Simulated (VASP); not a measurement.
# Ni (Fm-3m) in VASP: single point with PBE

Aim: the single point of Ni with PBE.

Program: VASP 6.6.1. These are calculated values, not measurements. Logs are shortened: lines on timing, memory, paths and dates and some standing lists are left out, and cuts for length are marked.

## (1) The cell of the first run

It takes space group Fm-3m (No. 225, cubic). Conventional cell: a = 3.519 Å, b = 3.519 Å, c = 3.519 Å, α = 90.00°, β = 90.00°, γ = 90.00°. Ni (site symmetry m-3m) has 12 Ni at 2.49 Å within 3.3 Å.

## (2) Single point, PBE, collinear spin, ferromagnetic start

File INCAR:

```
SYSTEM = Ni
  PREC = Accurate
  ENCUT = 520
  EDIFF = 1E-7
  ISMEAR = 0
  SIGMA = 0.05
  LREAL = .False.
  LASPH = .True.
  NELM = 150
  ALGO = Fast
  ISIF = 2
  LWAVE = .False.
  LCHARG = .False.
  ISPIN = 2
  MAGMOM = 0.8 0.8
  LORBIT = 11
  LMAXMIX = 4
  GGA = PE
  NBANDS = 21
```

File KPOINTS:

```
regular mesh
0
Gamma
  14 14 10
  0 0 0
```

File POSCAR:

```
Ni
1.0
    0.0000000000      1.7593096198     -1.7593096198
    0.0000000000      1.7593096198      1.7593096198
    3.5186192396      0.0000000000      0.0000000000
Ni
2
Direct
    0.0000000000      0.0000000000      0.0000000000
    0.5000000000      0.5000000000      0.5000000000
```

Potentials or basis: VASP PAW PBE potentials, release 64 (Ni).

On the command line:

```
$ cat potpaw_PBE.64/Ni/POTCAR > POTCAR
$ mpirun -np 1 vasp_std > vasp.out
```

OUTCAR:

```text
SYSTEM = Ni
   PREC = Accurate
   ENCUT = 520
   EDIFF = 1E-7
   ISMEAR = 0
   LREAL = .False.
   LASPH = .True.
   NELM = 150
   ISIF = 2
   ISPIN = 2
   LORBIT = 11
   GGA = PE

 ion  position               nearest neighbor table
   1  0.000  0.000  0.000-   2 2.49   2 2.49   2 2.49   2 2.49   2 2.49   2 2.49   2 2.49   2 2.49

   2  0.500  0.500  0.500-   1 2.49   1 2.49   1 2.49   1 2.49   1 2.49   1 2.49   1 2.49   1 2.49

  LATTYP: Found a simple tetragonal cell.
 ALAT       =     2.4880395247
 C/A-ratio  =     1.4142135624

  Lattice vectors:

 A1 = (   0.0000000000,   1.7593096198,  -1.7593096198)
 A2 = (   0.0000000000,   1.7593096198,   1.7593096198)
 A3 = (   3.5186192396,   0.0000000000,   0.0000000000)

Analysis of symmetry for initial positions (statically):
=====================================================================
 Subroutine PRICEL returns following result:

  LATTYP: Found a face centered cubic cell.
 ALAT       =     3.5186192396

  Lattice vectors:

 A1 = (  -1.7593096198,  -1.7593096198,   0.0000000000)
 A2 = (  -1.7593096198,   0.0000000000,  -1.7593096198)
 A3 = (  -0.0000000000,  -1.7593096198,  -1.7593096198)

   2 primitive cells build up your supercell.

 Routine SETGRP: Setting up the symmetry group for a
 simple tetragonal supercell.

 Subroutine GETGRP returns: Found 16 space group operations
 (whereof 16 operations were pure point group operations)
 out of a pool of 16 trial point group operations.

The static configuration has the point symmetry D_4h.

Analysis of symmetry for dynamics (positions and initial velocities):
=====================================================================
 Subroutine PRICEL returns following result:

  LATTYP: Found a face centered cubic cell.
 ALAT       =     3.5186192396

  Lattice vectors:

 A1 = (  -1.7593096198,  -1.7593096198,   0.0000000000)
 A2 = (  -1.7593096198,   0.0000000000,  -1.7593096198)
 A3 = (  -0.0000000000,  -1.7593096198,  -1.7593096198)

   2 primitive cells build up your supercell.

 Routine SETGRP: Setting up the symmetry group for a
 simple tetragonal supercell.

 Subroutine GETGRP returns: Found 16 space group operations
 (whereof 16 operations were pure point group operations)
 out of a pool of 16 trial point group operations.

The dynamic configuration has the point symmetry D_4h.

Analysis of structural, dynamic, and magnetic symmetry:
=====================================================================
 Subroutine PRICEL returns following result:

  LATTYP: Found a face centered cubic cell.
 ALAT       =     3.5186192396

  Lattice vectors:

 A1 = (  -1.7593096198,  -1.7593096198,   0.0000000000)
 A2 = (  -1.7593096198,   0.0000000000,  -1.7593096198)
 A3 = (  -0.0000000000,  -1.7593096198,  -1.7593096198)

   2 primitive cells build up your supercell.

 Routine SETGRP: Setting up the symmetry group for a
 simple tetragonal supercell.

 Subroutine GETGRP returns: Found 16 space group operations
 (whereof 16 operations were pure point group operations)
 out of a pool of 16 trial point group operations.

The overall configuration has the point symmetry D_4h.

 Subroutine INISYM returns: Found 16 space group operations
 (whereof 16 operations are pure point group operations),
 and found     2 'primitive' translations

----------------------------------------------------------------------------------------

                                     Primitive cell

  volume of cell :      10.8907

  direct lattice vectors                    reciprocal lattice vectors
    -1.759309620 -1.759309620  0.000000000    -0.284202391 -0.284202391  0.284202391
    -1.759309620  0.000000000 -1.759309620    -0.284202391  0.284202391 -0.284202391
    -0.000000000 -1.759309620 -1.759309620     0.284202391 -0.284202391 -0.284202391

  length of vectors
     2.488039525  2.488039525  2.488039525     0.492252980  0.492252980  0.492252980

  position of ions in fractional coordinates (direct lattice)
     0.000000000  0.000000000  0.000000000

  ion indices of the primitive-cell ions
   primitive index   ion index
                 1           1

----------------------------------------------------------------------------------------

 KPOINTS: regular mesh

Automatic generation of k-mesh.
 Grid dimensions read from file:
 generate k-points for:   14   14   10

 Generating k-lattice:

  Cartesian coordinates                     Fractional coordinates (reciprocal lattice)
     0.000000000  0.020300171 -0.020300171     0.071428571  0.000000000  0.000000000
     0.000000000  0.020300171  0.020300171     0.000000000  0.071428571  0.000000000
     0.028420239  0.000000000  0.000000000     0.000000000  0.000000000  0.100000000

  Length of vectors
     0.028708777  0.028708777  0.028420239

  Shift w.r.t. Gamma in fractional coordinates (k-lattice)
     0.000000000  0.000000000  0.000000000

 Subroutine IBZKPT returns following result:
 ===========================================

 Found    216 irreducible k-points:

 Following reciprocal coordinates:
            Coordinates               Weight
  0.000000  0.000000  0.000000      1.000000
  0.071429  0.000000  0.000000      4.000000
  0.142857  0.000000  0.000000      4.000000
  0.214286  0.000000  0.000000      4.000000
  0.285714  0.000000  0.000000      4.000000
  0.357143  0.000000  0.000000      4.000000
[... 16 lines left out ...]
  0.285714  0.214286  0.000000      8.000000
  0.357143  0.214286  0.000000      8.000000
 [... further k-points ...]
   k-points           NKPTS =    216   k-points in BZ     NKDIM =    216   number of bands    NBANDS=     21
   number of dos      NEDOS =    301   number of ions     NIONS =      2
   total plane-waves  NPLWV =  11200
   dimension x,y,z NGX =    20 NGY =   20 NGZ =   28
   dimension x,y,z NGXF=    40 NGYF=   40 NGZF=   56
   ions per type =               2
   NGX,Y,Z   is equivalent  to a cutoff of  13.36, 13.36, 13.23 a.u.
   NGXF,Y,Z  is equivalent  to a cutoff of  26.73, 26.73, 26.46 a.u.
 SYSTEM =  Ni
   PREC   = accura    normal or accurate (medium, high low for compatibility)
   ISTART =      0    job   : 0-new  1-cont  2-samecut
   ICHARG =      2    charge: 1-file 2-atom 10-const
   ISPIN  =      2    spin polarized calculation?
   LNONCOLLINEAR =      F non collinear calculations
   LSORBIT =      F    spin-orbit coupling
   LASPH  =      T    aspherical Exc in radial PAW
   ENCUT  =  520.0 eV  38.22 Ry    6.18 a.u.   4.63  4.63  6.54*2*pi/ulx,y,z
   NELM   =    150;   NELMIN=  2; NELMDL= -5     # of ELM steps
   EDIFF  = 0.1E-06   stopping-criterion for ELM
   LREAL  =      F    real-space projection
   EDIFFG = 0.1E-05   stopping-criterion for IOM
   NSW    =      0    number of steps for IOM
   IBRION =     -1    ionic relax: 0-MD 1-quasi-New 2-CG
   NFREE  =      0    steps in history (QN), initial steepest desc. (CG)
   ISIF   =      2    stress and relaxation
   ISYM   =      2    0-nonsym 1-usesym 2-fastsym
   POTIM  = 0.5000    time-step for ionic-motion
   TEBEG  =    0.0;   TEEND  =   0.0 temperature during run
   PSTRESS=    0.0 pullay stress
   NELECT =      20.0000    total number of electrons
   NUPDOWN=      -1.0000    fix difference up-down
   EMIN   =  10.00;   EMAX   =-10.00  energy-range for DOS
   EFERMI =   0.00;   METHOD = LEGACY
   ISMEAR =     0;   SIGMA  =   0.05  broadening in eV -4-tet -1-fermi 0-gaus
   EFERMI_NEDOS =   21; number of points for ismear=-14 and -15
   IALGO  =     68    algorithm
   IMIX   =      4    mixing-type and parameters
     AMIX     =   0.40;   BMIX     =  1.00
     AMIX_MAG =   1.60;   BMIX_MAG =  1.00
  volume/ion in A,a.u.               =      10.89        73.49
  Fermi-wavevector in a.u.,A,eV,Ry     =   1.591192  3.006917 34.448477  2.531892
  Thomas-Fermi vector in A             =   2.689770
   LORBIT       =     11    0 simple, 1 ext, 2 COOP (PROOUT), +10 PAW based schemes
   GGA     = PE    functional components
   LHFCALC =     F    Hartree Fock is set to
   AEXX    =    0.0000 exact exchange contribution
   IVDW    =     0    specifies the selected vdW correction
   LEPSILON=     F    determine dielectric tensor
   LRPA    =     F    only Hartree local field effects (RPA)
 spin polarized calculation
 RMM-DIIS sequential band-by-band and
 Gauss-broadening in eV      SIGMA  =   0.05
  energy-cutoff  :      520.00
  volume of cell :       21.78
 maximum number of plane-waves:       606
 NGX is ok and might be reduce to    20
   NGX =  9   NGY =  9   NGZ = 13

 number of electron      19.9999988 magnetization       1.2172292

 Free energy of the ion-electron system (eV)
  ---------------------------------------------------
  ext. energy  EPLUGINS =         0.00000000
  ---------------------------------------------------
  free energy    TOTEN  =       -10.94117799 eV

  energy without entropy =      -10.93702691  energy(sigma->0) =      -10.93910245

 E-fermi :   9.3689     XC(G=0): -13.2496

 val. band max:        9.3678903938   @ k =   0.1429   0.0000   0.4000
 cond. band min:       9.3732644919   @ k =   0.4286   0.1429   0.5000
 fundamental gap:      0.0053740981
 Fermi energy:         9.3689059504

 spin component 1

 k-point     1 :       0.0000    0.0000    0.0000
  band No.  band energies     occupation
      1       0.3607      1.00000
      2       4.7296      1.00000
      3       5.1795      1.00000
      4       6.9357      1.00000
      5       6.9357      1.00000
      6       6.9391      1.00000
[... 13 lines left out ...]
     20      36.9338      0.00000
     21      36.9338      0.00000

 k-point     2 :       0.0714    0.0000    0.0000
  band No.  band energies     occupation
      1       0.4938      1.00000
      2       4.7982      1.00000
      3       5.2239      1.00000
      4       6.8980      1.00000
      5       6.9630      1.00000
      6       6.9750      1.00000
[... 13 lines left out ...]
     20      36.0711      0.00000
     21      37.1257      0.00000
[... 487 lines left out ...]
      5       6.3026      1.00000
      6       7.3988      1.00000
[... 13 lines left out ...]
     20      35.2250      0.00000
     21      39.1065      0.00000

 k-point    24 :       0.3571    0.2143    0.0000
  band No.  band energies     occupation
      1       4.0613      1.00000
      2       5.6430      1.00000
      3       5.8760      1.00000
      4       6.0304      1.00000
      5       6.5125      1.00000
      6       7.2366      1.00000
[... 13 lines left out ...]
     20      35.5081      0.00000
     21      37.9577      0.00000

 [... further k-points ...]

 spin component 2

 k-point     1 :       0.0000    0.0000    0.0000
  band No.  band energies     occupation
      1       0.3223      1.00000
      2       5.0571      1.00000
      3       5.7800      1.00000
      4       7.6744      1.00000
      5       7.6780      1.00000
      6       7.6780      1.00000
[... 13 lines left out ...]
     20      36.9085      0.00000
     21      36.9115      0.00000

 k-point     2 :       0.0714    0.0000    0.0000
  band No.  band energies     occupation
      1       0.4555      1.00000
      2       5.1289      1.00000
      3       5.8232      1.00000
      4       7.6359      1.00000
      5       7.7068      1.00000
      6       7.7112      1.00000
[... 13 lines left out ...]
     20      36.0732      0.00000
     21      37.1008      0.00000
[... 487 lines left out ...]
      5       6.9026      1.00000
      6       7.9203      1.00000
[... 13 lines left out ...]
     20      35.3937      0.00000
     21      39.1085      0.00000

 k-point    24 :       0.3571    0.2143    0.0000
  band No.  band energies     occupation
      1       4.1110      1.00000
      2       5.9960      1.00000
      3       6.5249      1.00000
      4       6.6323      1.00000
      5       7.0846      1.00000
      6       7.7638      1.00000
[... 13 lines left out ...]
     20      35.6411      0.00000
     21      37.9549      0.00000

 [... further k-points ...]

------------------------ aborting loop because EDIFF is reached ----------------------------------------

  FORCE on cell =-STRESS in cart. coord.  units (eV):
  Direction    XX          YY          ZZ          XY          YZ          ZX
  --------------------------------------------------------------------------------------
  -------------------------------------------------------------------------------------
  Total       -0.0173666     -0.0370597     -0.0370597      0.0000000      0.0000000      0.0000000
  in kB       -1.2774372     -2.7260008     -2.7260008      0.0000000      0.0000000      0.0000000
  external PRESSURE =      -2.2431463 kB  Pullay stress =       0.0000000 kB

 VOLUME and BASIS-vectors are now :
 -----------------------------------------------------------------------------
  energy-cutoff  :      520.00
  volume of cell :       21.78
      direct lattice vectors                 reciprocal lattice vectors
     0.000000000  1.759309620 -1.759309620     0.000000000  0.284202391 -0.284202391
     0.000000000  1.759309620  1.759309620     0.000000000  0.284202391  0.284202391
     3.518619240  0.000000000  0.000000000     0.284202391  0.000000000  0.000000000

 POSITION                                       TOTAL-FORCE (eV/Angst)
 -----------------------------------------------------------------------------------
      0.00000      0.00000      0.00000         0.000000      0.000000     -0.000000
      1.75931      1.75931      0.00000        -0.000000     -0.000000      0.000000
 -----------------------------------------------------------------------------------
    total drift:                                0.000000      0.000000      0.000000

  FREE ENERGIE OF THE ION-ELECTRON SYSTEM (eV)
  ---------------------------------------------------
  free  energy   TOTEN  =       -10.9411779942 eV

  energy  without entropy=      -10.9370269081  energy(sigma->0) =      -10.93910245

 total charge

# of ion       s       p       d       tot
------------------------------------------
    1        0.497   0.497   8.315   9.308
    2        0.497   0.497   8.315   9.308
--------------------------------------------------
tot          0.993   0.994  16.629  18.616

 magnetization (x)

# of ion       s       p       d       tot
------------------------------------------
    1       -0.007  -0.025   0.653   0.621
    2       -0.007  -0.025   0.653   0.621
--------------------------------------------------
tot         -0.014  -0.051   1.306   1.242
```

Wall time 2.7 min (1 thread of Intel Xeon 8259CL, shared host); peak memory 0.25 GiB.

Results:

```yaml
Free_energy: -10.9412 eV
Pressure: -0.2 GPa
Net_moment: 1.22 μB per cell
Site_moments: Ni +0.62 μB
Valence_electrons_inside_the_program's_atomic_spheres: Ni 9.31
```
